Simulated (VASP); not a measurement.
Input of a VASP 6.6.1 run:

INCAR

```
SYSTEM = Cd
PREC = Accurate ; ENCUT = 520
EDIFF = 1E-6 ; ISMEAR = -1
SIGMA = 0.1 ; LREAL = .FALSE.
LASPH = .TRUE. ; NELM = 60
ALGO = Normal ; ISIF = 2
LWAVE = .FALSE. ; LCHARG = .FALSE.
GGA = RE ; NBANDS = 12
```

Contents of KPOINTS:

```
Automatic mesh
0
G
  14 14 14
  0 0 0
```

File POSCAR:

```
Cd
1.0
   -1.8294968772      1.8294968772      1.8294968772
    1.8294968772     -1.8294968772      1.8294968772
    1.8294968772      1.8294968772     -1.8294968772
Cd
1
Direct
    0.0000000000      0.0000000000      0.0000000000
```

Potentials or basis: VASP PAW PBE potentials, release 64 (Cd).

Run with:

```sh
$ cat potpaw_PBE.64/Cd/POTCAR > POTCAR
$ mpirun -np 1 vasp_std > vasp.out
```

(1) What does it give for the band gap on the k mesh?

(2) Predict the pressure.

Answers

(1) zero (band 6 reaches 5.58 eV, above the bottom of band 7 at 1.15 eV).

(2) 0.3 GPa.

Caveat: the PAW data sets were made with another functional, which shifts forces and pressure a little.
